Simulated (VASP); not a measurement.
A run of VASP 6.6.1 is set up as follows.

The input INCAR:

```
  PREC = Accurate
  ENCUT = 520
  EDIFF = 1E-7
  ISMEAR = 0
  SIGMA = 0.1
  LREAL = False
  LASPH = True
  NELM = 100
  ALGO = Normal
  ISIF = 2
  LWAVE = False
  LCHARG = False
  GGA = PE
  NBANDS = 15
```

The input KPOINTS:

```
regular mesh
0
Gamma
  6 6 4
```

Contents of POSCAR:

```
MgW
1.0
    2.8572929935      0.0000000000      0.0000000000
   -1.4286464967      2.4744883184      0.0000000000
    0.0000000000      0.0000000000      4.9178216144
Mg W
1 1
Direct
    0.0000000000      0.0000000000      0.0000000000
    0.3333333333      0.6666666667      0.5000000000
```

Potentials or basis: VASP PAW PBE potentials, release 64 (Mg, W_sv).

Launch:

```bash
$ cat potpaw_PBE.64/Mg/POTCAR potpaw_PBE.64/W_sv/POTCAR > POTCAR
$ mpirun -np 1 vasp_std > vasp.out
```

Q: Estimate the pressure.

A: 0.1 GPa.

Q: Estimate the band gap on the k mesh.

A: Zero (bands 8 and 9 overlap by 1.58 eV).

Stress tensor (GPa, compression positive):
```
 0.13  0.00  0.00
 0.00  0.13  0.00
 0.00  0.00 -0.05
```

Caveat: the k points lie up to 0.42 Å⁻¹ apart, too coarse for converged energies and pressures of a metal; spin-orbit coupling is left out, which moves the levels of the heavy elements.
